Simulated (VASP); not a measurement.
Input of a VASP 6.6.1 run:

Contents of POSCAR:

```
Au
1.0
    0.0000000000      2.0615246536      2.0615246536
    2.0615246536      0.0000000000      2.0615246536
    2.0615246536      2.0615246536      0.0000000000
Au
1
Direct
    0.0000000000      0.0000000000      0.0000000000
```

The input INCAR.step1:

```
PREC     = Accurate       # precision mode
ENCUT    = 520            # plane-wave cutoff, eV
ISMEAR   = 1              # smearing method
SIGMA    = 0.3            # smearing width, eV
LREAL    = F              # projectors in reciprocal space
LASPH    = T              # aspherical terms in the spheres
NELM     = 60             # most SCF steps
NBANDS   = 12             # bands
GGA      = PE             # functional
ALGO     = Normal         # electronic algorithm
EDIFF    = 1E-4           # SCF threshold, eV
LWAVE    = T              # write WAVECAR
LCHARG   = F              # write CHGCAR
```

Contents of INCAR.step2:

```
PREC     = Accurate       # precision mode
ENCUT    = 520            # plane-wave cutoff, eV
EDIFF    = 1E-6           # SCF threshold, eV
ISMEAR   = 1              # smearing method
SIGMA    = 0.3            # smearing width, eV
LREAL    = F              # projectors in reciprocal space
LASPH    = T              # aspherical terms in the spheres
NELM     = 60             # most SCF steps
ALGO     = Normal         # electronic algorithm
ISIF     = 2              # what is computed and relaxed
LWAVE    = F              # write WAVECAR
LCHARG   = F              # write CHGCAR
METAGGA  = R2SCAN         # meta-GGA
LMIXTAU  = T            
NBANDS   = 12             # bands
ISTART   = 1
```

The input KPOINTS:

```
regular mesh
0
Gamma
  13 13 13
```

Potentials or basis: VASP PAW PBE potentials, release 64 (Au).

Run with:

```console
$ cat potpaw_PBE.64/Au/POTCAR > POTCAR
$ cp INCAR.step1 INCAR
$ mpirun -np 1 vasp_std > vasp.out
$ cp INCAR.step2 INCAR
$ mpirun -np 1 vasp_std > vasp.out
```

Task: Estimate the pressure.

Result: 0.2 GPa.

Caveat: the PAW data sets were made with another functional, which shifts forces and pressure a little.
